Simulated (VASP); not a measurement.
# TaN: single point with PBE

TaN:

```
Ta N
1.0
     3.18679    0.00000    0.00000
    -1.59339    2.75984    0.00000
     0.00000    0.00000    6.68652
Ta N
2 2
Direct
  0.33333 0.66667 0.03049
  0.66667 0.33333 0.53049
  0.33333 0.66667 0.35451
  0.66667 0.33333 0.85451
```

* Program: VASP 6.6.1
* Task: single point
* Functional: PBE
* Potentials or basis: VASP PAW PBE potentials, release 64 (Ta_pv, N)
* Cutoff: 520 eV
* k mesh: 18 × 18 × 8
* Occupations: gaussian, width 0.15 eV
* Spin: no spin polarisation

```
Pressure               : -24.5 GPa
Largest force          : 0.623 eV/Å
Band gap on the k mesh : 0.05 eV (least direct gap 0.25 eV)
```

Forces in eV/Å, atoms in the order of the input:
```
Ta   0.000  0.000  0.623
Ta   0.000  0.000  0.623
N    0.000  0.000 -0.623
N    0.000  0.000 -0.623
```

Stress tensor (GPa, compression positive):
```
-15.14   0.00   0.00
  0.00 -15.14   0.00
  0.00   0.00 -43.18
```

Levels at points of the mesh, in eV from the valence-band top:
```csv
k point,band 12,band 13,band 14,band 15,band 16,band 17,band 18,band 19,band 20,band 21
"(0.00, 0.00, 0.00)",-4.09,-3.52,-3.52,-1.05,-0.30,0.58,0.58,1.94,1.94,2.85
"(0.50, 0.00, 0.00)",-4.30,-4.17,-2.99,-1.76,-0.49,0.79,1.85,2.65,3.43,3.89
"(0.00, 0.00, 0.50)",-3.83,-3.83,-3.83,-0.10,-0.10,1.11,1.11,1.11,1.11,4.21
"(0.50, 0.00, 0.50)",-4.66,-3.73,-3.73,-0.89,-0.89,1.17,1.17,3.28,3.28,4.18
```

Run time: 7.2 min on 1 thread of Intel Xeon 8259CL, with other jobs on the host, peak memory 0.31 GiB.

Caveat: the cell stands under tension; spin-orbit coupling is left out, which moves the levels of the heavy elements. A k mesh can miss the band edges.
